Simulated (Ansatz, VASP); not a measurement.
## AgCl: VASP beside Ansatz

POSCAR

```
AgCl
1.0
    0.0000000000      2.9932461729      2.9932461729
    2.9932461729      0.0000000000      2.9932461729
    2.9932461729      2.9932461729      0.0000000000
Ag Cl
1 1
Direct
    0.0000000000      0.0000000000      0.0000000000
    0.2500000000      0.2500000000      0.2500000000
```

INCAR.step1

```
SYSTEM = AgCl
  PREC = Accurate
  ENCUT = 520
  EDIFF = 1E-5
  ISMEAR = 0
  SIGMA = 0.01
  LREAL = .FALSE.
  LASPH = .TRUE.
  NELM = 60
  ALGO = Normal
  ISIF = 2
  LWAVE = .TRUE.
  NBANDS = 16
  GGA = PE
```

The input INCAR.step2:

```
SYSTEM = AgCl
  PREC = Accurate
  ENCUT = 520
  EDIFF = 1E-7
  ISMEAR = 0
  SIGMA = 0.01
  LREAL = .FALSE.
  LASPH = .TRUE.
  NELM = 60
  ALGO = Normal
  ISIF = 2
  LWAVE = .FALSE.
  LCHARG = .TRUE.
  GGA = PE
  LHFCALC = .TRUE.
  AEXX = 0.75
  PRECFOCK = Normal
  LELF = .TRUE.
  LVHAR = .TRUE.
  NBANDS = 16
  ISTART = 1
```

Contents of KPOINTS:

```
regular mesh
0
G
  4 4 4
  0 0 0
```

Input for Ansatz:

```yaml
crystal:
  lattice:
    - [0.0, 2.9932461729, 2.9932461729]
    - [2.9932461729, 0.0, 2.9932461729]
    - [2.9932461729, 2.9932461729, 0.0]
  atoms:
    - { symbol: Ag, position: [0.0, 0.0, 0.0] }
    - { symbol: Cl, position: [0.25, 0.25, 0.25] }
kpoints:
  mp_grid: { grid: [4, 4, 4] }
hamiltonian:
  xc: { exchange: pbe, correlation: pbe, exx: { coeff: 0.75 } }
scf:
  occupations: { method: fixed }
  n_extra_bands: 4
output:
  forces: true
  stress: true
  eigenvalues: true
```

Alike in both runs: task single point; functional PBE-based global hybrid; k mesh 4 × 4 × 4; no spin polarisation.

|  | VASP | Ansatz |
| --- | --- | --- |
| version | VASP 6.6.1 | Ansatz 0.2.0 |
| potentials or method | VASP PAW PBE potentials, release 64 (Ag, Cl) | plane waves |
| plane-wave cutoff (eV) | 520 | 420 |
| occupations | gaussian, width 0.01 eV | fixed |
| valence electrons in the cell | 18 | 26 |

Ansatz gave:

* gap on the k mesh at the Fermi level (eV): 8.02
* pressure (GPa): 0.9

Q: What did VASP give for the same quantities?

A: gap on the k mesh at the Fermi level (eV): 8.00; pressure (GPa): 0.5.

VASP's potentials were made for PBE, not for PBE-based global hybrid. VASP's potentials hold 18 valence electrons a cell and Ansatz's 26, so a difference there can come from the potentials and not from the codes. Ansatz's warnings: stress exchange threshold loose, stress scf threshold loose.

The k mesh is coarse, so the values compare programs but aren't converged.
